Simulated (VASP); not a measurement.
Sb, 1 atom in the cell. Symmetry: Fm-3m, No. 225, cubic system. The conventional cell has a = 4.774 Å, b = 4.774 Å, c = 4.774 Å, α = 90.00°, β = 90.00°, γ = 90.00°. Sb (site symmetry m-3m) has 12 Sb at 3.38 Å within 4.4 Å. 

```yaml
Program: VASP 6.6.1
Task: single point
Functional: LDA
Potentials_or_basis: VASP PAW LDA potentials, release 64 (Sb)
Cutoff: 520 eV
k_mesh: 10 × 10 × 10
Occupations: fermi-dirac, width 0.05 eV
Spin: no spin polarisation
Dipole_correction: no
Further_INCAR_settings: ALGO = Normal; EDIFF = 1e-07; NBANDS = 8
```

Potentials or basis: VASP PAW LDA potentials, release 64 (Sb).

Run with:

```bash
$ cat potpaw_LDA.64/Sb/POTCAR > POTCAR
$ mpirun -np 1 vasp_std > vasp.out
```

Hardware: 1 thread of Intel Xeon 6975P-C (shared host).

Task: How long does it take, and how much memory?

Result: It took 7.2 s on 1 thread of Intel Xeon 6975P-C, with other jobs on the host, peak memory 0.14 GiB. Counts: scf iterations 9, k points 47.
